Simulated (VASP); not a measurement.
# LiNbO3 (R3c) in VASP: notebook

LiNbO3 is run at these levels: r2SCAN; tasks: single point.

Program: VASP 6.6.1. These are calculated values, not measurements. Logs are shortened: lines on timing, memory, paths and dates and some standing lists are left out, and cuts for length are marked.

### Step 1. The cell of the first run

It takes space group R3c (No. 161, trigonal). Conventional cell: a = 5.137 Å, b = 5.137 Å, c = 13.887 Å, α = 90.00°, β = 90.00°, γ = 120.00°. Within 2.7 Å of Li (site symmetry 3) lie 6 O at 2.05 to 2.24 Å. Nb (site symmetry 3) has 6 O at 1.88 to 2.14 Å within 2.5 Å. O (site symmetry 1) has 2 Nb at 1.88 to 2.14 Å and 2 Li at 2.05 to 2.24 Å within 2.5 Å.

### Step 2. Single point, r2SCAN

File POSCAR:

```
LiNbO3
1.0
    2.5683638163      1.4828455407      4.6289347089
   -2.5683638163      1.4828455407      4.6289347089
    0.0000000000     -2.9656910814      4.6289347089
Li Nb O
2 2 6
Direct
    0.7054511656      0.7054511656      0.7054511656
    0.2054511656      0.2054511656      0.2054511656
    0.9874384445      0.9874384445      0.9874384445
    0.4874384445      0.4874384445      0.4874384445
    0.8798792917      0.2680871518      0.6255927363
    0.6255927363      0.8798792917      0.2680871518
    0.2680871518      0.6255927363      0.8798792917
    0.7680871518      0.3798792917      0.1255927363
    0.3798792917      0.1255927363      0.7680871518
    0.1255927363      0.7680871518      0.3798792917
```

File INCAR.step1:

```
ALGO = Normal ; EDIFF = 1E-4
ENCUT = 520 ; GGA = PE
ISMEAR = 0 ; LASPH = True
LCHARG = False ; LREAL = False
LWAVE = True ; NBANDS = 45
NELM = 100 ; PREC = Accurate
SIGMA = 0.02
```

File INCAR.step2:

```
ALGO = Normal ; EDIFF = 1E-6
ENCUT = 520 ; ISIF = 2
ISMEAR = 0 ; ISTART = 1
LASPH = True ; LCHARG = False
LMIXTAU = True ; LREAL = False
LWAVE = False ; METAGGA = R2SCAN
NBANDS = 45 ; NELM = 100
PREC = Accurate ; SIGMA = 0.02
```

File KPOINTS:

```
k-points
0
Gamma
  6 6 6
```

Potentials or basis: VASP PAW PBE potentials, release 64 (Li_sv, Nb_sv, O).

Run with:

```console
$ cat potpaw_PBE.64/Li_sv/POTCAR potpaw_PBE.64/Nb_sv/POTCAR potpaw_PBE.64/O/POTCAR > POTCAR
$ cp INCAR.step1 INCAR
$ mpirun -np 1 vasp_std > vasp.out
$ cp INCAR.step2 INCAR
$ mpirun -np 1 vasp_std > vasp.out
```

OUTCAR:

```text
EDIFF = 1E-6
   ENCUT = 520
   ISIF = 2
   ISMEAR = 0
   ISTART = 1
   LASPH = True
   LREAL = False
   METAGGA = R2SCAN
   NELM = 100
   PREC = Accurate

 ion  position               nearest neighbor table
   1  0.705  0.705  0.705-  10 2.05   8 2.05   9 2.05   6 2.24   7 2.24   5 2.24
   2  0.205  0.205  0.205-   7 2.05   5 2.05   6 2.05   9 2.24  10 2.24   8 2.24
   3  0.987  0.987  0.987-   6 1.88   5 1.88   7 1.88   9 2.14  10 2.14   8 2.14
   4  0.487  0.487  0.487-   9 1.88   8 1.88  10 1.88   6 2.14   7 2.14   5 2.14
   5  0.880  0.268  0.626-   3 1.88   2 2.05   4 2.14   1 2.24
   6  0.626  0.880  0.268-   3 1.88   2 2.05   4 2.14   1 2.24
   7  0.268  0.626  0.880-   3 1.88   2 2.05   4 2.14   1 2.24
   8  0.768  0.380  0.126-   4 1.88   1 2.05   3 2.14   2 2.24
   9  0.380  0.126  0.768-   4 1.88   1 2.05   3 2.14   2 2.24
  10  0.126  0.768  0.380-   4 1.88   1 2.05   3 2.14   2 2.24

  LATTYP: Found a trigonal (rhomboedric) cell.
 ALAT       =     5.4974867103
 COS(alpha) =     0.5634693873

  Lattice vectors:

 A1 = (   2.5683638163,   1.4828455407,   4.6289347089)
 A2 = (  -2.5683638163,   1.4828455407,   4.6289347089)
 A3 = (   0.0000000000,  -2.9656910814,   4.6289347089)

Analysis of symmetry for initial positions (statically):
=====================================================================
 Subroutine PRICEL returns:
 Original cell was already a primitive cell.

 Routine SETGRP: Setting up the symmetry group for a
 trigonal (rhombohedral) supercell.

 Subroutine GETGRP returns: Found  6 space group operations
 (whereof  3 operations were pure point group operations)
 out of a pool of 12 trial point group operations.

The static configuration has the point symmetry C_3 .
 The point group associated with its full space group is C_3v.

Analysis of symmetry for dynamics (positions and initial velocities):
=====================================================================
 Subroutine PRICEL returns:
 Original cell was already a primitive cell.

 Routine SETGRP: Setting up the symmetry group for a
 trigonal (rhombohedral) supercell.

 Subroutine GETGRP returns: Found  6 space group operations
 (whereof  3 operations were pure point group operations)
 out of a pool of 12 trial point group operations.

The dynamic configuration has the point symmetry C_3 .
 The point group associated with its full space group is C_3v.

 Subroutine INISYM returns: Found  6 space group operations
 (whereof  3 operations are pure point group operations),
 and found     1 'primitive' translations

----------------------------------------------------------------------------------------

                                     Primitive cell

  volume of cell :     105.7754

  direct lattice vectors                    reciprocal lattice vectors
     2.568363816  1.482845541  4.628934709     0.194676469  0.112396512  0.072010809
    -2.568363816  1.482845541  4.628934709    -0.194676469  0.112396512  0.072010809
     0.000000000 -2.965691081  4.628934709     0.000000000 -0.224793024  0.072010809

  length of vectors
     5.497486710  5.497486710  5.497486710     0.236045462  0.236045462  0.236045462

  position of ions in fractional coordinates (direct lattice)
     0.705451166  0.705451166  0.705451166
     0.205451166  0.205451166  0.205451166
     0.987438445  0.987438445  0.987438445
     0.487438445  0.487438445  0.487438445
     0.879879292  0.268087152  0.625592736
     0.625592736  0.879879292  0.268087152
     0.268087152  0.625592736  0.879879292
     0.768087152  0.379879292  0.125592736
     0.379879292  0.125592736  0.768087152
     0.125592736  0.768087152  0.379879292

  ion indices of the primitive-cell ions
   primitive index   ion index
                 1           1
                 2           2
                 3           3
                 4           4
                 5           5
                 6           6
                 7           7
                 8           8
                 9           9
                10          10

----------------------------------------------------------------------------------------

 KPOINTS: k-points

Automatic generation of k-mesh.
 Grid dimensions read from file:
 generate k-points for:    6    6    6

 Generating k-lattice:

  Cartesian coordinates                     Fractional coordinates (reciprocal lattice)
     0.032446078  0.018732752  0.012001802     0.166666667  0.000000000  0.000000000
    -0.032446078  0.018732752  0.012001802     0.000000000  0.166666667  0.000000000
     0.000000000 -0.037465504  0.012001802     0.000000000  0.000000000  0.166666667

  Length of vectors
     0.039340910  0.039340910  0.039340910

  Shift w.r.t. Gamma in fractional coordinates (k-lattice)
     0.000000000  0.000000000  0.000000000

 Subroutine IBZKPT returns following result:
 ===========================================

 Found     32 irreducible k-points:

 Following reciprocal coordinates:
            Coordinates               Weight
  0.000000  0.000000  0.000000      1.000000
  0.166667  0.000000  0.000000      6.000000
  0.333333 -0.000000  0.000000      6.000000
  0.500000  0.000000  0.000000      3.000000
  0.166667  0.166667  0.000000      6.000000
  0.333333  0.166667  0.000000     12.000000
[... 16 lines left out ...]
  0.500000  0.500000  0.166667      6.000000
 -0.333333  0.500000  0.166667     12.000000
 [... further k-points ...]
   k-points           NKPTS =     32   k-points in BZ     NKDIM =     32   number of bands    NBANDS=     45
   number of dos      NEDOS =    301   number of ions     NIONS =     10
   total plane-waves  NPLWV =  74088
   dimension x,y,z NGX =    42 NGY =   42 NGZ =   42
   dimension x,y,z NGXF=    84 NGYF=   84 NGZF=   84
   ions per type =               2   2   6
   NGX,Y,Z   is equivalent  to a cutoff of  12.70, 12.70, 12.70 a.u.
   NGXF,Y,Z  is equivalent  to a cutoff of  25.40, 25.40, 25.40 a.u.
 SYSTEM =  unknown system
   PREC   = accura    normal or accurate (medium, high low for compatibility)
   ISTART =      1    job   : 0-new  1-cont  2-samecut
   ICHARG =      0    charge: 1-file 2-atom 10-const
   ISPIN  =      1    spin polarized calculation?
   LNONCOLLINEAR =      F non collinear calculations
   LSORBIT =      F    spin-orbit coupling
   LASPH  =      T    aspherical Exc in radial PAW
   ENCUT  =  520.0 eV  38.22 Ry    6.18 a.u.  10.22 10.22 10.22*2*pi/ulx,y,z
   NELM   =    100;   NELMIN=  2; NELMDL=  0     # of ELM steps
   EDIFF  = 0.1E-05   stopping-criterion for ELM
   LREAL  =      F    real-space projection
   EDIFFG = 0.1E-04   stopping-criterion for IOM
   NSW    =      0    number of steps for IOM
   IBRION =     -1    ionic relax: 0-MD 1-quasi-New 2-CG
   NFREE  =      0    steps in history (QN), initial steepest desc. (CG)
   ISIF   =      2    stress and relaxation
   ISYM   =      2    0-nonsym 1-usesym 2-fastsym
   POTIM  = 0.5000    time-step for ionic-motion
   TEBEG  =    0.0;   TEEND  =   0.0 temperature during run
   PSTRESS=    0.0 pullay stress
   NELECT =      68.0000    total number of electrons
   NUPDOWN=      -1.0000    fix difference up-down
   EMIN   =  10.00;   EMAX   =-10.00  energy-range for DOS
   EFERMI =   0.00;   METHOD = LEGACY
   ISMEAR =     0;   SIGMA  =   0.02  broadening in eV -4-tet -1-fermi 0-gaus
   EFERMI_NEDOS =   21; number of points for ismear=-14 and -15
   IALGO  =     38    algorithm
   IMIX   =      4    mixing-type and parameters
     AMIX     =   0.40;   BMIX     =  1.00
     AMIX_MAG =   1.60;   BMIX_MAG =  1.00
  volume/ion in A,a.u.               =      10.58        71.38
  Fermi-wavevector in a.u.,A,eV,Ry     =   1.412916  2.670023 27.161725  1.996330
  Thomas-Fermi vector in A             =   2.534615
   LORBIT       =      0    0 simple, 1 ext, 2 COOP (PROOUT), +10 PAW based schemes
   METAGGA = R2SCAN    functional components
   LHFCALC =     F    Hartree Fock is set to
   AEXX    =    0.0000 exact exchange contribution
   IVDW    =     0    specifies the selected vdW correction
   LEPSILON=     F    determine dielectric tensor
   LRPA    =     F    only Hartree local field effects (RPA)
 non-spin polarized calculation
 Gauss-broadening in eV      SIGMA  =   0.02
  energy-cutoff  :      520.00
  volume of cell :      105.78
 maximum number of plane-waves:      2892
 NGX is ok and might be reduce to    42
   NGX = 21   NGY = 21   NGZ = 21

 number of electron      68.0000000 magnetization

 Free energy of the ion-electron system (eV)
  ---------------------------------------------------
  ext. energy  EPLUGINS =         0.00000000
  ---------------------------------------------------
  free energy    TOTEN  =      -118.64567950 eV

  energy without entropy =     -118.64567950  energy(sigma->0) =     -118.64567950

 E-fermi :   3.3175     XC(G=0): -11.5110

 val. band max:        3.1977863428   @ k =   0.1667   0.1667   0.1667
 cond. band min:       7.2357455213   @ k =   0.5000   0.3333   0.0000
 fundamental gap:      4.0379591785
 Fermi energy:         3.3175164574

 k-point     1 :       0.0000    0.0000    0.0000
  band No.  band energies     occupation
      1     -52.6701      2.00000
      2     -52.6530      2.00000
      3     -40.6068      2.00000
      4     -40.6042      2.00000
      5     -28.2594      2.00000
      6     -28.2594      2.00000
[... 37 lines left out ...]
     44      13.7040      0.00000
     45      13.7040      0.00000

 k-point     2 :       0.1667    0.0000    0.0000
  band No.  band energies     occupation
      1     -52.6689      2.00000
      2     -52.6542      2.00000
      3     -40.6067      2.00000
      4     -40.6044      2.00000
      5     -28.2497      2.00000
      6     -28.2481      2.00000
[... 37 lines left out ...]
     44      13.6062      0.00000
     45      13.6514      0.00000

 k-point     3 :       0.3333   -0.0000    0.0000
  band No.  band energies     occupation
      1     -52.6658      2.00000
      2     -52.6572      2.00000
      3     -40.6062      2.00000
      4     -40.6049      2.00000
      5     -28.2214      2.00000
      6     -28.2169      2.00000
[... 997 lines left out ...]
     44      13.4354      0.00000
     45      14.0111      0.00000

 k-point    24 :      -0.3333    0.5000    0.1667
  band No.  band energies     occupation
      1     -52.6629      2.00000
      2     -52.6601      2.00000
      3     -40.6058      2.00000
      4     -40.6053      2.00000
      5     -28.2612      2.00000
      6     -28.2594      2.00000
[... 37 lines left out ...]
     44      13.3558      0.00000
     45      14.4144      0.00000

 [... further k-points ...]
[... 5 lines left out ...]
  --------------------------------------------------------------------------------------
  -------------------------------------------------------------------------------------
  Total       -0.0950617     -0.0950617     -0.1169510      0.0000000      0.0000000      0.0000000
  in kB       -1.4398969     -1.4398969     -1.7714530      0.0000000      0.0000000      0.0000000
  external PRESSURE =      -1.5504156 kB  Pullay stress =       0.0000000 kB

 VOLUME and BASIS-vectors are now :
 -----------------------------------------------------------------------------
  energy-cutoff  :      520.00
  volume of cell :      105.78
      direct lattice vectors                 reciprocal lattice vectors
     2.568363816  1.482845541  4.628934709     0.194676469  0.112396512  0.072010809
    -2.568363816  1.482845541  4.628934709    -0.194676469  0.112396512  0.072010809
     0.000000000 -2.965691081  4.628934709     0.000000000 -0.224793024  0.072010809

 POSITION                                       TOTAL-FORCE (eV/Angst)
 -----------------------------------------------------------------------------------
      0.00000      0.00000      9.79646         0.000000      0.000000     -0.035987
      0.00000      0.00000      2.85306         0.000000      0.000000     -0.035987
      0.00000      0.00000     13.71236         0.000000      0.000000      0.054439
      0.00000      0.00000      6.76896         0.000000      0.000000      0.054439
      1.57130     -0.15306      8.20969        -0.014307      0.017742     -0.006151
     -0.65310      1.43732      8.20969        -0.008212     -0.021261     -0.006151
     -0.91820     -1.28426      8.20969         0.022519      0.003519     -0.006151
      0.99706      1.32979      5.89522         0.014307      0.017742     -0.006151
      0.65310     -1.52837      5.89522         0.008212     -0.021261     -0.006151
     -1.65016      0.19858      5.89522        -0.022519      0.003519     -0.006151
 -----------------------------------------------------------------------------------
    total drift:                               -0.000000      0.000001     -0.052894

  FREE ENERGIE OF THE ION-ELECTRON SYSTEM (eV)
  ---------------------------------------------------
  free  energy   TOTEN  =      -118.6456795044 eV

  energy  without entropy=     -118.6456795044  energy(sigma->0) =     -118.64567950
```

Wall time 11 min (1 thread of Intel Xeon Platinum 8488C (Sapphire Rapids), shared host); peak memory 0.35 GiB.

Results:

```yaml
Free_energy: -118.6457 eV
Largest_force: 0.054 eV/Å
Band_gap_on_the_k_mesh: 4.04 eV (least direct gap 4.08 eV)
```

Forces on the atoms (eV/Å):
```
Li   0.000  0.000 -0.036
Li   0.000  0.000 -0.036
Nb   0.000  0.000  0.054
Nb   0.000  0.000  0.054
O   -0.014  0.018 -0.006
O   -0.008 -0.021 -0.006
O    0.023  0.004 -0.006
O    0.014  0.018 -0.006
O    0.008 -0.021 -0.006
O   -0.023  0.004 -0.006
```

Caveat: the cutoff is under 1.25 times the usual one of these potentials, so pressure, stress and relaxed cells hold a basis-set (Pulay) error; the PAW data sets were made with another functional, which shifts forces and pressure a little. A k mesh can miss the band edges.

### Step 3. Single point, r2SCAN

This run uses another cell than the first one, of 10.73 Å³/atom.

File POSCAR:

```
LiNbO3
1.0
    2.5770834800      1.4878798400      4.6625706200
   -2.5770834800      1.4878798400      4.6625706200
    0.0000000000     -2.9757596800      4.6625706200
Li Nb O
2 2 6
Direct
    0.7054734700      0.7054734700      0.7054734700
    0.2054734700      0.2054734700      0.2054734700
    0.9875072800      0.9875072800      0.9875072800
    0.4875072800      0.4875072800      0.4875072800
    0.8824795800      0.2700917500      0.6208967100
    0.6208967100      0.8824795800      0.2700917500
    0.2700917500      0.6208967100      0.8824795800
    0.7700917500      0.3824795800      0.1208967100
    0.3824795800      0.1208967100      0.7700917500
    0.1208967100      0.7700917500      0.3824795800
```

File INCAR.step1:

```
PREC = Accurate
ENCUT = 520
ISMEAR = 0
SIGMA = 0.1
LREAL = False
LASPH = True
NELM = 80
NBANDS = 45
GGA = PE
ALGO = Normal
EDIFF = 1E-4
LWAVE = True
LCHARG = False
```

File INCAR.step2:

```
PREC = Accurate
ENCUT = 520
EDIFF = 1E-6
ISMEAR = 0
SIGMA = 0.1
LREAL = False
LASPH = True
NELM = 80
ALGO = Normal
ISIF = 2
LWAVE = False
LCHARG = False
METAGGA = R2SCAN
LMIXTAU = True
NBANDS = 45
ISTART = 1
```

File KPOINTS:

```
Automatic mesh
0
Gamma
  6 6 6
```

Potentials or basis: VASP PAW PBE potentials, release 64 (Li_sv, Nb_sv, O).

Run with:

```console
$ cat potpaw_PBE.64/Li_sv/POTCAR potpaw_PBE.64/Nb_sv/POTCAR potpaw_PBE.64/O/POTCAR > POTCAR
$ cp INCAR.step1 INCAR
$ mpirun -np 1 vasp_std > vasp.out
$ cp INCAR.step2 INCAR
$ mpirun -np 1 vasp_std > vasp.out
```

Wall time 11 min (1 thread of Intel Xeon Platinum 8488C (Sapphire Rapids), shared host); peak memory 0.35 GiB.

It converged, with:

* Free energy: -118.5966 eV
* Largest force: 0.483 eV/Å
* Band gap on the k mesh: 3.87 eV (least direct gap 3.93 eV)

Forces on the atoms (eV/Å):
```
Li   0.000  0.000 -0.030
Li   0.000  0.000 -0.030
Nb   0.000  0.000 -0.276
Nb   0.000  0.000 -0.276
O    0.158 -0.445  0.102
O    0.306  0.359  0.102
O   -0.464  0.085  0.102
O   -0.158 -0.445  0.102
O   -0.306  0.359  0.102
O    0.464  0.085  0.102
```

Levels at points of the mesh, in eV from the valence-band top:
```tsv
k point	band 31	band 32	band 33	band 34	band 35	band 36	band 37	band 38
(0.00, 0.00, 0.00)	-0.59	-0.56	-0.01	-0.01	3.92	3.92	4.36	5.32
(0.50, 0.00, 0.00)	-0.29	-0.29	-0.19	-0.19	4.12	4.12	4.97	4.97
(0.50, 0.50, 0.00)	-0.70	-0.64	-0.47	-0.22	3.99	4.37	4.83	4.83
(0.50, 0.50, 0.50)	-0.29	-0.29	-0.29	-0.29	4.91	4.91	5.08	5.08
```

Caveat: the cutoff is under 1.25 times the usual one of these potentials, so pressure, stress and relaxed cells hold a basis-set (Pulay) error; the PAW data sets were made with another functional, which shifts forces and pressure a little. A k mesh can miss the band edges.
